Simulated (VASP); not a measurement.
Input of a VASP 6.6.1 run:

The input POSCAR:

```
Pt
1.0
    4.0065530061      0.0000000000      0.0000000001
    0.0000000000      4.0065530061      0.0000000000
   -2.0032765031      0.0000000000      1.9226189750
Pt
2
Direct
    0.0000000000      0.0000000000      0.0000000000
    0.5000000000      0.5000000000      0.0000000000
```

Contents of INCAR.step1:

```
SYSTEM = Pt
  PREC = Accurate
  ENCUT = 520
  ISMEAR = 0
  SIGMA = 0.1
  LREAL = .FALSE.
  LASPH = .TRUE.
  NELM = 100
  NBANDS = 17
  GGA = PE
  ALGO = Normal
  EDIFF = 1E-4
  LWAVE = .TRUE.
  LCHARG = .FALSE.
```

File INCAR.step2:

```
SYSTEM = Pt
  PREC = Accurate
  ENCUT = 520
  EDIFF = 1E-6
  ISMEAR = 0
  SIGMA = 0.1
  LREAL = .FALSE.
  LASPH = .TRUE.
  NELM = 100
  ALGO = Normal
  ISIF = 2
  LWAVE = .FALSE.
  LCHARG = .FALSE.
  METAGGA = R2SCAN
  LMIXTAU = .TRUE.
  NBANDS = 17
  ISTART = 1
```

Contents of KPOINTS:

```
regular mesh
0
G
  9 9 18
  0 0 0
```

Potentials or basis: VASP PAW PBE potentials, release 64 (Pt).

Launch:

```console
$ cat potpaw_PBE.64/Pt/POTCAR > POTCAR
$ cp INCAR.step1 INCAR
$ mpirun -np 1 vasp_std > vasp.out
$ cp INCAR.step2 INCAR
$ mpirun -np 1 vasp_std > vasp.out
```

Task: Predict the band gap on the k mesh.

Result: Zero (band 10 reaches 11.26 eV, above the bottom of band 11 at 9.56 eV).

Task: Estimate the pressure.

Result: -1.6 GPa.

Stress tensor (GPa, compression positive):
```
-2.74  0.00  0.00
 0.00 -2.74  0.00
 0.00  0.00  0.68
```

Caveat: the PAW data sets were made with another functional, which shifts forces and pressure a little; spin-orbit coupling is left out, which moves the levels of the heavy elements.
